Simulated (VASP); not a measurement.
# La3Nb2Al6 in VASP: single point with r2SCAN

Aim: the single point of La3Nb2Al6 with r2SCAN.

All numbers are computed with VASP 6.6.1; they aren't measurements. Logs are shortened: lines on timing, memory, paths and dates and some standing lists are left out, and cuts for length are marked.

## 1. The cell of the first run

The cell holds a disordered packing, 11 atoms: a = 5.547 Å, b = 6.118 Å, c = 6.045 Å, α = 93.54°, β = 87.28°, γ = 86.15°.

## 2. Single point, r2SCAN

POSCAR reads:

```
La3Nb2Al6
1.0
    5.5253410000      0.3420600000      0.3474420000
    0.0616910000      6.1024310000     -0.4287990000
   -0.0951920000      0.0514760000      6.0443600000
Nb La Al
2 3 6
Direct
    0.8668120000      0.7891810000      0.9268270000
    0.5043580000      0.7680780000      0.6373870000
    0.8005520000      0.2564670000      0.0864690000
    0.9017270000      0.4108470000      0.5891810000
    0.2933690000      0.4787810000      0.9614910000
    0.4524370000      0.3985460000      0.4148610000
    0.1861030000      0.6884630000      0.3699120000
    0.2233530000      0.1338250000      0.2776140000
    0.3148250000      0.1467790000      0.6376500000
    0.6045000000      0.6758580000      0.2365010000
    0.9806530000      0.9635210000      0.5780270000
```

INCAR.step1 reads:

```
SYSTEM = La3Nb2Al6
PREC = Accurate
ENCUT = 520
ISMEAR = -1
SIGMA = 0.1
LREAL = .FALSE.
LASPH = .TRUE.
NELM = 100
NBANDS = 50
GGA = PE
ALGO = Normal
EDIFF = 1E-4
LWAVE = .TRUE.
LCHARG = .FALSE.
```

INCAR.step2 reads:

```
SYSTEM = La3Nb2Al6
PREC = Accurate
ENCUT = 520
EDIFF = 1E-7
ISMEAR = -1
SIGMA = 0.1
LREAL = .FALSE.
LASPH = .TRUE.
NELM = 100
ALGO = Normal
ISIF = 2
LWAVE = .FALSE.
LCHARG = .TRUE.
METAGGA = R2SCAN
LMIXTAU = .TRUE.
LELF = .TRUE.
LVHAR = .TRUE.
NBANDS = 50
ISTART = 1
```

KPOINTS reads:

```
Automatic mesh
0
Gamma
  3 3 3
  0.5 0 0.5
```

Potentials or basis: VASP PAW PBE potentials, release 64 (Nb_sv, La, Al).

Launch:

```console
cat potpaw_PBE.64/Nb_sv/POTCAR potpaw_PBE.64/La/POTCAR potpaw_PBE.64/Al/POTCAR > POTCAR
cp INCAR.step1 INCAR
mpirun -np 1 vasp_std > vasp.out
cp INCAR.step2 INCAR
mpirun -np 1 vasp_std > vasp.out
```

OUTCAR:

```text
SYSTEM = La3Nb2Al6
   PREC = Accurate
   ENCUT = 520
   EDIFF = 1E-7
   ISMEAR = -1
   LREAL = .FALSE.
   LASPH = .TRUE.
   NELM = 100
   ISIF = 2
   METAGGA = R2SCAN
   ISTART = 1

 ion  position               nearest neighbor table
   1  0.867  0.789  0.927-  10 2.48  11 2.49   2 2.73   3 2.95   5 2.96   4 2.98
   2  0.504  0.768  0.637-   9 2.48  10 2.48   7 2.50   6 2.60   1 2.73   5 2.97  11 2.99   4 2.99
                            11 3.11
   3  0.801  0.256  0.086-   8 2.74   6 2.76  10 2.80   1 2.95   5 3.19   4 3.21   5 3.21   4 3.24
                             8 3.50
   4  0.902  0.411  0.589-  11 2.74   7 2.75   9 2.75   6 2.76   8 2.91   1 2.98   2 2.99   6 3.18
                            10 3.21   3 3.21   5 3.23   3 3.24  11 3.44
   5  0.293  0.479  0.961-   9 2.73   7 2.73  10 2.74   1 2.96   8 2.97   2 2.97   6 2.98   3 3.19
                             3 3.21   4 3.23   6 3.38
   6  0.452  0.399  0.415-  10 2.25   9 2.26   8 2.27   7 2.27   2 2.60   4 2.76   3 2.76   5 2.98
                             4 3.18   5 3.38
   7  0.186  0.688  0.370-  11 2.25   6 2.27  10 2.42   2 2.50   5 2.73   4 2.75   8 2.83   9 3.29

   8  0.223  0.134  0.278-   9 2.26   6 2.27  11 2.53   3 2.74   7 2.83   4 2.91   5 2.97   3 3.50

   9  0.315  0.147  0.638-   6 2.26   8 2.26  11 2.26   2 2.48   5 2.73   4 2.75   7 3.29
  10  0.605  0.676  0.237-   6 2.25   7 2.42   1 2.48   2 2.48   5 2.74   3 2.80   4 3.21
  11  0.981  0.964  0.578-   7 2.25   9 2.26   1 2.49   8 2.53   4 2.74   2 2.99   2 3.11   4 3.44

  LATTYP: Found a triclinic cell.
 ALAT       =     7.9772110083
 B/A-ratio  =     0.7669082196
 C/A-ratio  =     1.0525258342
 COS(alpha) =     0.0000833367
 COS(beta)  =     0.4831869292
 COS(gamma) =     0.7202044584

  Lattice vectors:

 A1 = (  -5.4636500000,   5.7603710000,  -0.7762410000)
 A2 = (   0.0616910000,   6.1024310000,  -0.4287990000)
 A3 = (  -5.4301490000,  -0.3935360000,  -6.3918020000)

Analysis of symmetry for initial positions (statically):
=====================================================================
 Subroutine PRICEL returns:
 Original cell was already a primitive cell.

 Routine SETGRP: Setting up the symmetry group for a
 triclinic supercell.

 Subroutine GETGRP returns: Found  1 space group operations
 (whereof  1 operations were pure point group operations)
 out of a pool of  2 trial point group operations.

The static configuration has the point symmetry C_1 .

Analysis of symmetry for dynamics (positions and initial velocities):
=====================================================================
 Subroutine PRICEL returns:
 Original cell was already a primitive cell.

 Routine SETGRP: Setting up the symmetry group for a
 triclinic supercell.

 Subroutine GETGRP returns: Found  1 space group operations
 (whereof  1 operations were pure point group operations)
 out of a pool of  2 trial point group operations.

The dynamic configuration has the point symmetry C_1 .

 Subroutine INISYM returns: Found  1 space group operations
 (whereof  1 operations are pure point group operations),
 and found     1 'primitive' translations

----------------------------------------------------------------------------------------

                                     Primitive cell

  volume of cell :     204.0151

  direct lattice vectors                    reciprocal lattice vectors
     5.525341000  0.342060000  0.347442000     0.180905044 -0.001627646  0.002862916
     0.061691000  6.102431000 -0.428799000    -0.010046554  0.163861508 -0.001553727
    -0.095192000  0.051476000  6.044360000    -0.011111509  0.011718224  0.165168697

  length of vectors
     5.546811170  6.117788691  6.045328701     0.180935017  0.164176555  0.165956262

  position of ions in fractional coordinates (direct lattice)
     0.866812000  0.789181000  0.926827000
     0.504358000  0.768078000  0.637387000
     0.800552000  0.256467000  0.086469000
     0.901727000  0.410847000  0.589181000
     0.293369000  0.478781000  0.961491000
     0.452437000  0.398546000  0.414861000
     0.186103000  0.688463000  0.369912000
     0.223353000  0.133825000  0.277614000
[... 25 lines left out ...]

 Generating k-lattice:

  Cartesian coordinates                     Fractional coordinates (reciprocal lattice)
     0.060301681 -0.000542549  0.000954305     0.333333333 -0.000000000  0.000000000
    -0.003348851  0.054620503 -0.000517909     0.000000000  0.333333333  0.000000000
    -0.003703836  0.003906075  0.055056232    -0.000000000  0.000000000  0.333333333

  Length of vectors
     0.060311672  0.054725518  0.055318754

  Shift w.r.t. Gamma in fractional coordinates (k-lattice)
     0.500000000  0.000000000  0.500000000

 Subroutine IBZKPT returns following result:
 ===========================================

 Found     14 irreducible k-points:

 Following reciprocal coordinates:
            Coordinates               Weight
  0.166667  0.000000  0.166667      2.000000
  0.500000  0.000000  0.166667      2.000000
 -0.166667 -0.000000  0.166667      2.000000
  0.166667  0.333333  0.166667      2.000000
  0.500000  0.333333  0.166667      2.000000
 -0.166667  0.333333  0.166667      2.000000
  0.166667 -0.333333  0.166667      2.000000
  0.500000 -0.333333  0.166667      2.000000
 -0.166667 -0.333333  0.166667      2.000000
  0.166667 -0.000000  0.500000      2.000000
  0.500000  0.000000  0.500000      1.000000
  0.166667  0.333333  0.500000      2.000000
  0.500000  0.333333  0.500000      2.000000
 -0.166667  0.333333  0.500000      2.000000
   k-points           NKPTS =     14   k-points in BZ     NKDIM =     14   number of bands    NBANDS=     50
   number of dos      NEDOS =    301   number of ions     NIONS =     11
   total plane-waves  NPLWV =  96768
   dimension x,y,z NGX =    42 NGY =   48 NGZ =   48
   dimension x,y,z NGXF=    84 NGYF=   96 NGZF=   96
   ions per type =               2   3   6
   NGX,Y,Z   is equivalent  to a cutoff of  12.59, 13.04, 13.20 a.u.
   NGXF,Y,Z  is equivalent  to a cutoff of  25.18, 26.09, 26.40 a.u.
 SYSTEM =  La3Nb2Al6
   PREC   = accura    normal or accurate (medium, high low for compatibility)
   ISTART =      1    job   : 0-new  1-cont  2-samecut
   ICHARG =      0    charge: 1-file 2-atom 10-const
   ISPIN  =      1    spin polarized calculation?
   LNONCOLLINEAR =      F non collinear calculations
   LSORBIT =      F    spin-orbit coupling
   LASPH  =      T    aspherical Exc in radial PAW
   ENCUT  =  520.0 eV  38.22 Ry    6.18 a.u.  10.31 11.38 11.24*2*pi/ulx,y,z
   NELM   =    100;   NELMIN=  2; NELMDL=  0     # of ELM steps
   EDIFF  = 0.1E-06   stopping-criterion for ELM
   LREAL  =      F    real-space projection
   EDIFFG = 0.1E-05   stopping-criterion for IOM
   NSW    =      0    number of steps for IOM
   IBRION =     -1    ionic relax: 0-MD 1-quasi-New 2-CG
   NFREE  =      0    steps in history (QN), initial steepest desc. (CG)
   ISIF   =      2    stress and relaxation
   ISYM   =      2    0-nonsym 1-usesym 2-fastsym
   POTIM  = 0.5000    time-step for ionic-motion
   TEBEG  =    0.0;   TEEND  =   0.0 temperature during run
   PSTRESS=    0.0 pullay stress
   NELECT =      77.0000    total number of electrons
   NUPDOWN=      -1.0000    fix difference up-down
   EMIN   =  10.00;   EMAX   =-10.00  energy-range for DOS
   EFERMI =   0.00;   METHOD = LEGACY
   ISMEAR =    -1;   SIGMA  =   0.10  broadening in eV -4-tet -1-fermi 0-gaus
   EFERMI_NEDOS =   21; number of points for ismear=-14 and -15
   IALGO  =     38    algorithm
   IMIX   =      4    mixing-type and parameters
     AMIX     =   0.40;   BMIX     =  1.00
     AMIX_MAG =   1.60;   BMIX_MAG =  1.00
  volume/ion in A,a.u.               =      18.55       125.16
  Fermi-wavevector in a.u.,A,eV,Ry     =   1.183090  2.235715 19.044087  1.399701
  Thomas-Fermi vector in A             =   2.319331
   LORBIT       =      0    0 simple, 1 ext, 2 COOP (PROOUT), +10 PAW based schemes
   METAGGA = R2SCAN    functional components
   LHFCALC =     F    Hartree Fock is set to
   AEXX    =    0.0000 exact exchange contribution
   IVDW    =     0    specifies the selected vdW correction
   LEPSILON=     F    determine dielectric tensor
   LRPA    =     F    only Hartree local field effects (RPA)
 non-spin polarized calculation
  energy-cutoff  :      520.00
  volume of cell :      204.02
 maximum number of plane-waves:      5511
 NGX is ok and might be reduce to    42
   NGX = 21   NGY = 23   NGZ = 23

 number of electron      77.0000002 magnetization

 Free energy of the ion-electron system (eV)
  ---------------------------------------------------
  ext. energy  EPLUGINS =         0.00000000
  ---------------------------------------------------
  free energy    TOTEN  =      -167.81995738 eV

  energy without entropy =     -167.52268868  energy(sigma->0) =     -167.67132303

 E-fermi :  10.2058     XC(G=0): -11.7276

 val. band max:       10.1862255944   @ k =  -0.1667   0.3333   0.1667
 cond. band min:      10.2092307054   @ k =   0.5000   0.0000   0.5000
 fundamental gap:      0.0230051111
 Fermi energy:        10.2058206182

 k-point     1 :       0.1667    0.0000    0.1667
  band No.  band energies     occupation
      1     -45.9807      2.00000
      2     -45.8639      2.00000
      3     -23.2664      2.00000
      4     -22.8072      2.00000
      5     -22.6216      2.00000
      6     -21.7558      2.00000
[... 731 lines left out ...]
     49      12.7166      0.00000
     50      12.8492      0.00000

------------------------ aborting loop because EDIFF is reached ----------------------------------------

  FORCE on cell =-STRESS in cart. coord.  units (eV):
  Direction    XX          YY          ZZ          XY          YZ          ZX
  --------------------------------------------------------------------------------------
  -------------------------------------------------------------------------------------
  Total       39.0637411     46.0987089     43.6647976     -5.9637409      4.3193023     -2.9267969
  in kB      306.7764924    362.0237040    342.9096415    -46.8346208     33.9204687    -22.9848056
  external PRESSURE =     337.2366127 kB  Pullay stress =       0.0000000 kB

 VOLUME and BASIS-vectors are now :
 -----------------------------------------------------------------------------
  energy-cutoff  :      520.00
  volume of cell :      204.02
      direct lattice vectors                 reciprocal lattice vectors
     5.525341000  0.342060000  0.347442000     0.180905044 -0.001627646  0.002862916
     0.061691000  6.102431000 -0.428799000    -0.010046554  0.163861508 -0.001553727
    -0.095192000  0.051476000  6.044360000    -0.011111509  0.011718224  0.165168697

 POSITION                                       TOTAL-FORCE (eV/Angst)
 -----------------------------------------------------------------------------------
      4.74989      5.16013      5.56484         0.808735      0.392882      0.530938
      2.77346      4.89247      3.69848         0.697432      1.479069      2.909204
      4.43091      1.84336      0.69082        -0.426145     -2.061918     -2.017556
      4.95161      2.84594      3.69835        -1.240822      1.941516      1.131530
      1.55897      3.07157      5.70823        -0.388105     -0.282667     -1.645796
      2.48496      2.60822      2.49387         0.483518     -0.324869      1.391971
      1.03554      4.28400      2.00533        -1.923702      1.139858     -2.415944
      1.21593      0.90735      1.69822         0.592626     -3.645877     -3.264182
      1.68787      1.03622      3.90063         2.744086     -1.224047      4.166600
      3.35925      4.34333      1.34972         2.163897      3.568791     -0.754658
      5.42286      6.24502      3.42137        -3.511519     -0.982739     -0.032108
 -----------------------------------------------------------------------------------
    total drift:                               -0.001129     -0.001077      0.000670

  FREE ENERGIE OF THE ION-ELECTRON SYSTEM (eV)
  ---------------------------------------------------
  free  energy   TOTEN  =      -167.8199573787 eV

  energy  without entropy=     -167.5226886799  energy(sigma->0) =     -167.67132303
```

It took 11 min on 1 thread of AMD EPYC 7R13 (Zen 3), shared host; peak memory 0.38 GiB.

Results:

- Free energy: -167.8200 eV
- Pressure: 33.7 GPa
- Largest force: 5.137 eV/Å
- Band gap on the k mesh: zero (an odd number of electrons rules out a gap without spin polarisation)

Forces in eV/Å, atoms in the order of the input:
```
Nb   0.809  0.393  0.531
Nb   0.697  1.479  2.909
La  -0.426 -2.062 -2.018
La  -1.241  1.942  1.132
La  -0.388 -0.283 -1.646
Al   0.484 -0.325  1.392
Al  -1.924  1.140 -2.416
Al   0.593 -3.646 -3.264
Al   2.744 -1.224  4.167
Al   2.164  3.569 -0.755
Al  -3.512 -0.983 -0.032
```

Levels at points of the mesh, in eV from the Fermi level:
```csv
k point,band 36,band 37,band 38,band 39,band 40,band 41,band 42,band 43
"(0.50, 0.00, 0.50)",-0.79,-0.64,-0.22,-0.03,0.00,0.27,0.63,1.07
```

Caveat: the k points lie up to 0.38 Å⁻¹ apart, too coarse for converged energies and pressures of a metal; the PAW data sets were made with another functional, which shifts forces and pressure a little; spin-orbit coupling is left out, which moves the levels of the heavy elements.

The gap in the log of VASP goes by the Fermi energy; the results here count the filled bands.